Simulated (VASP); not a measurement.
# Li (P6/mmm) in VASP: a series of runs

Runs on Li. Level: PBE. Tasks: single point, relaxation of shape and atoms at fixed volume.

All numbers are computed with VASP 6.6.1; they aren't measurements. Logs are shortened: lines on timing, memory, paths and dates and some standing lists are left out, and cuts for length are marked.

### 1 The cell of the first run

The structure is hexagonal, space group P6/mmm (No. 191). Conventional cell: a = 2.591 Å, b = 2.591 Å, c = 2.374 Å, α = 90.00°, β = 90.00°, γ = 120.00°. Within 3.1 Å of Li (site symmetry 6/mmm) lie 8 Li at 2.37 to 2.59 Å.

This isn't the form of Li at room conditions, which is bcc.

### 2 Single point, PBE (13.80 Å³/atom)

INCAR

```
SYSTEM = Li
ALGO = Normal
EDIFF = 1E-6
ENCUT = 520
GGA = PE
ISIF = 2
ISMEAR = -1
LASPH = .True.
LCHARG = .False.
LREAL = .False.
LWAVE = .False.
NBANDS = 8
NELM = 100
PREC = Accurate
SIGMA = 0.1
```

KPOINTS

```
k-points
0
Gamma
  16 16 15
  0 0 0
```

POSCAR

```
Li
1.0
    2.5907034305      0.0000000000      0.0000000000
   -1.2953517152      2.2436149845      0.0000000000
    0.0000000000      0.0000000000      2.3736037955
Li
1
Direct
    0.0000000000      0.0000000000      0.0000000000
```

Potentials or basis: VASP PAW PBE potentials, release 64 (Li_sv).

Launch:

```sh
$ cat potpaw_PBE.64/Li_sv/POTCAR > POTCAR
$ mpirun -np 1 vasp_std > vasp.out
```

OUTCAR:

```text
SYSTEM = Li
   EDIFF = 1E-6
   ENCUT = 520
   GGA = PE
   ISIF = 2
   ISMEAR = -1
   LASPH = .True.
   LREAL = .False.
   NELM = 100
   PREC = Accurate

 ion  position               nearest neighbor table
   1  0.000  0.000  0.000-

  LATTYP: Found a hexagonal cell.
 ALAT       =     2.5907034305
 C/A-ratio  =     0.9162005066

  Lattice vectors:

 A1 = (   2.5907034305,   0.0000000000,   0.0000000000)
 A2 = (  -1.2953517152,   2.2436149845,   0.0000000000)
 A3 = (   0.0000000000,   0.0000000000,   2.3736037955)

Analysis of symmetry for initial positions (statically):
=====================================================================
 Subroutine PRICEL returns:
 Original cell was already a primitive cell.

 Routine SETGRP: Setting up the symmetry group for a
 hexagonal supercell.

 Subroutine GETGRP returns: Found 24 space group operations
 (whereof 24 operations were pure point group operations)
 out of a pool of 24 trial point group operations.

The static configuration has the point symmetry D_6h.

Analysis of symmetry for dynamics (positions and initial velocities):
=====================================================================
 Subroutine PRICEL returns:
 Original cell was already a primitive cell.

 Routine SETGRP: Setting up the symmetry group for a
 hexagonal supercell.

 Subroutine GETGRP returns: Found 24 space group operations
 (whereof 24 operations were pure point group operations)
 out of a pool of 24 trial point group operations.

The dynamic configuration has the point symmetry D_6h.

 Subroutine INISYM returns: Found 24 space group operations
 (whereof 24 operations are pure point group operations),
 and found     1 'primitive' translations

----------------------------------------------------------------------------------------

                                     Primitive cell

  volume of cell :      13.7967

  direct lattice vectors                    reciprocal lattice vectors
     2.590703431  0.000000000  0.000000000     0.385995552  0.222854636  0.000000000
    -1.295351715  2.243614985  0.000000000     0.000000000  0.445709271  0.000000000
     0.000000000  0.000000000  2.373603795     0.000000000  0.000000000  0.421300304

  length of vectors
     2.590703431  2.590703430  2.373603795     0.445709271  0.445709271  0.421300304

  position of ions in fractional coordinates (direct lattice)
     0.000000000  0.000000000  0.000000000

  ion indices of the primitive-cell ions
   primitive index   ion index
                 1           1

----------------------------------------------------------------------------------------

 KPOINTS: k-points

Automatic generation of k-mesh.
 Grid dimensions read from file:
 generate k-points for:   16   16   15

 Generating k-lattice:

  Cartesian coordinates                     Fractional coordinates (reciprocal lattice)
     0.024124722  0.013928415  0.000000000     0.062500000  0.000000000  0.000000000
     0.000000000  0.027856829  0.000000000     0.000000000  0.062500000  0.000000000
     0.000000000  0.000000000  0.028086687     0.000000000  0.000000000  0.066666667

  Length of vectors
     0.027856829  0.027856829  0.028086687

  Shift w.r.t. Gamma in fractional coordinates (k-lattice)
     0.000000000  0.000000000  0.000000000

 Subroutine IBZKPT returns following result:
 ===========================================

 Found    240 irreducible k-points:

 Following reciprocal coordinates:
            Coordinates               Weight
  0.000000  0.000000  0.000000      1.000000
  0.062500  0.000000  0.000000      6.000000
  0.125000  0.000000  0.000000      6.000000
  0.187500  0.000000  0.000000      6.000000
  0.250000  0.000000  0.000000      6.000000
  0.312500  0.000000  0.000000      6.000000
[... 16 lines left out ...]
  0.187500  0.187500  0.000000      6.000000
  0.250000  0.187500  0.000000     12.000000
 [... further k-points ...]
   k-points           NKPTS =    240   k-points in BZ     NKDIM =    240   number of bands    NBANDS=      8
   number of dos      NEDOS =    301   number of ions     NIONS =      1
   total plane-waves  NPLWV =   7200
   dimension x,y,z NGX =    20 NGY =   20 NGZ =   18
   dimension x,y,z NGXF=    40 NGYF=   40 NGZF=   36
   ions per type =               1
   NGX,Y,Z   is equivalent  to a cutoff of  12.83, 12.83, 12.61 a.u.
   NGXF,Y,Z  is equivalent  to a cutoff of  25.67, 25.67, 25.21 a.u.
 SYSTEM =  Li
   PREC   = accura    normal or accurate (medium, high low for compatibility)
   ISTART =      0    job   : 0-new  1-cont  2-samecut
   ICHARG =      2    charge: 1-file 2-atom 10-const
   ISPIN  =      1    spin polarized calculation?
   LNONCOLLINEAR =      F non collinear calculations
   LSORBIT =      F    spin-orbit coupling
   LASPH  =      T    aspherical Exc in radial PAW
   ENCUT  =  520.0 eV  38.22 Ry    6.18 a.u.   4.82  4.82  4.41*2*pi/ulx,y,z
   NELM   =    100;   NELMIN=  2; NELMDL= -5     # of ELM steps
   EDIFF  = 0.1E-05   stopping-criterion for ELM
   LREAL  =      F    real-space projection
   EDIFFG = 0.1E-04   stopping-criterion for IOM
   NSW    =      0    number of steps for IOM
   IBRION =     -1    ionic relax: 0-MD 1-quasi-New 2-CG
   NFREE  =      0    steps in history (QN), initial steepest desc. (CG)
   ISIF   =      2    stress and relaxation
   ISYM   =      2    0-nonsym 1-usesym 2-fastsym
   POTIM  = 0.5000    time-step for ionic-motion
   TEBEG  =    0.0;   TEEND  =   0.0 temperature during run
   PSTRESS=    0.0 pullay stress
   NELECT =       3.0000    total number of electrons
   NUPDOWN=      -1.0000    fix difference up-down
   EMIN   =  10.00;   EMAX   =-10.00  energy-range for DOS
   EFERMI =   0.00;   METHOD = LEGACY
   ISMEAR =    -1;   SIGMA  =   0.10  broadening in eV -4-tet -1-fermi 0-gaus
   EFERMI_NEDOS =   21; number of points for ismear=-14 and -15
   IALGO  =     38    algorithm
   IMIX   =      4    mixing-type and parameters
     AMIX     =   0.40;   BMIX     =  1.00
     AMIX_MAG =   1.60;   BMIX_MAG =  1.00
  volume/ion in A,a.u.               =      13.80        93.10
  Fermi-wavevector in a.u.,A,eV,Ry     =   0.984443  1.860327 13.185782  0.969128
  Thomas-Fermi vector in A             =   2.115676
   LORBIT       =      0    0 simple, 1 ext, 2 COOP (PROOUT), +10 PAW based schemes
   GGA     = PE    functional components
   LHFCALC =     F    Hartree Fock is set to
   AEXX    =    0.0000 exact exchange contribution
   IVDW    =     0    specifies the selected vdW correction
   LEPSILON=     F    determine dielectric tensor
   LRPA    =     F    only Hartree local field effects (RPA)
 non-spin polarized calculation
  energy-cutoff  :      520.00
  volume of cell :       13.80
 maximum number of plane-waves:       393
 NGX is ok and might be reduce to    20
   NGX =  9   NGY =  9   NGZ =  9

 number of electron       2.9999989 magnetization

 Free energy of the ion-electron system (eV)
  ---------------------------------------------------
  ext. energy  EPLUGINS =         0.00000000
  ---------------------------------------------------
  free energy    TOTEN  =        -1.70161506 eV

  energy without entropy =       -1.68979671  energy(sigma->0) =       -1.69570588

 E-fermi :   1.8153     XC(G=0):  -8.0521

 val. band max:        1.7994900595   @ k =   0.3750   0.0625   0.2000
 cond. band min:       1.8339582876   @ k =   0.2500   0.2500   0.1333
 fundamental gap:      0.0344682281
 Fermi energy:         1.8152722225

 k-point     1 :       0.0000    0.0000    0.0000
  band No.  band energies     occupation
      1     -44.2996      2.00000
      2      -2.0573      2.00000
      3      18.0429      0.00000
      4      19.4065      0.00000
      5      19.4066      0.00000
      6      21.2722      0.00000
      7      24.3994      0.00000
      8      24.3994      0.00000

 k-point     2 :       0.0625    0.0000    0.0000
  band No.  band energies     occupation
      1     -44.2967      2.00000
      2      -1.9843      2.00000
      3      18.1479      0.00000
      4      18.3066      0.00000
      5      18.9098      0.00000
      6      21.6883      0.00000
      7      23.0493      0.00000
      8      25.1213      0.00000

 k-point     3 :       0.1250    0.0000    0.0000
  band No.  band energies     occupation
      1     -44.2882      2.00000
      2      -1.7658      2.00000
      3      16.2296      0.00000
      4      17.8956      0.00000
      5      18.4608      0.00000
      6      20.8707      0.00000
      7      23.8194      0.00000
      8      26.8097      0.00000

 k-point     4 :       0.1875    0.0000    0.0000
  band No.  band energies     occupation
      1     -44.2757      2.00000
      2      -1.4032      2.00000
      3      13.9242      0.00000
      4      16.8435      0.00000
      5      18.9755      0.00000
      6      20.1050      0.00000
      7      25.1811      0.00000
      8      28.9783      0.00000

 k-point     5 :       0.2500    0.0000    0.0000
  band No.  band energies     occupation
      1     -44.2610      2.00000
      2      -0.9001      2.00000
      3      11.6892      0.00000
      4      15.9181      0.00000
      5      19.6458      0.00000
      6      19.6787      0.00000
      7      26.4713      0.00000
      8      31.4467      0.00000
[... 177 lines left out ...]
 k-point    22 :       0.4375    0.1250    0.0000
  band No.  band energies     occupation
      1     -44.2197      2.00000
      2       1.7622      1.25936
      3       5.9157      0.00000
      4      12.3158      0.00000
      5      22.2204      0.00000
      6      22.9873      0.00000
      7      27.9743      0.00000
      8      28.9967      0.00000

 k-point    23 :       0.1875    0.1875    0.0000
  band No.  band energies     occupation
      1     -44.2429      2.00000
      2      -0.0916      2.00000
      3      10.0017      0.00000
      4      12.4843      0.00000
      5      20.7364      0.00000
      6      24.4850      0.00000
      7      25.3089      0.00000
      8      29.7059      0.00000

 k-point    24 :       0.2500    0.1875    0.0000
  band No.  band energies     occupation
      1     -44.2314      2.00000
      2       0.6248      1.99999
      3       8.3026      0.00000
      4      11.8100      0.00000
      5      21.6161      0.00000
      6      24.6844      0.00000
      7      27.0436      0.00000
      8      29.6299      0.00000

 [... further k-points ...]

------------------------ aborting loop because EDIFF is reached ----------------------------------------

  FORCE on cell =-STRESS in cart. coord.  units (eV):
  Direction    XX          YY          ZZ          XY          YZ          ZX
  --------------------------------------------------------------------------------------
  -------------------------------------------------------------------------------------
  Total        0.8108566      0.8108566      0.7857937      0.0000000      0.0000000      0.0000000
  in kB       94.1630208     94.1630208     91.2525242      0.0000000      0.0000000      0.0000000
  external PRESSURE =      93.1928553 kB  Pullay stress =       0.0000000 kB

 VOLUME and BASIS-vectors are now :
 -----------------------------------------------------------------------------
  energy-cutoff  :      520.00
  volume of cell :       13.80
      direct lattice vectors                 reciprocal lattice vectors
     2.590703431  0.000000000  0.000000000     0.385995552  0.222854636  0.000000000
    -1.295351715  2.243614985  0.000000000     0.000000000  0.445709271  0.000000000
     0.000000000  0.000000000  2.373603795     0.000000000  0.000000000  0.421300304

 POSITION                                       TOTAL-FORCE (eV/Angst)
 -----------------------------------------------------------------------------------
      0.00000      0.00000      0.00000         0.000000      0.000000      0.000000
 -----------------------------------------------------------------------------------
    total drift:                               -0.000000      0.000000     -0.000000

  FREE ENERGIE OF THE ION-ELECTRON SYSTEM (eV)
  ---------------------------------------------------
  free  energy   TOTEN  =        -1.7016150578 eV

  energy  without entropy=       -1.6897967119  energy(sigma->0) =       -1.69570588
```

It took 24 s on 1 thread of Intel Xeon 8259CL, shared host; peak memory 0.13 GiB.

Results:

| Item | Value |
| --- | --- |
| Free energy | -1.7016 eV |
| Band gap on the k mesh | zero (an odd number of electrons rules out a gap without spin polarisation) |

Caveat: the cutoff is under 1.25 times the usual one of these potentials, so pressure, stress and relaxed cells hold a basis-set (Pulay) error.

(Part 1 of 2 ends here.)
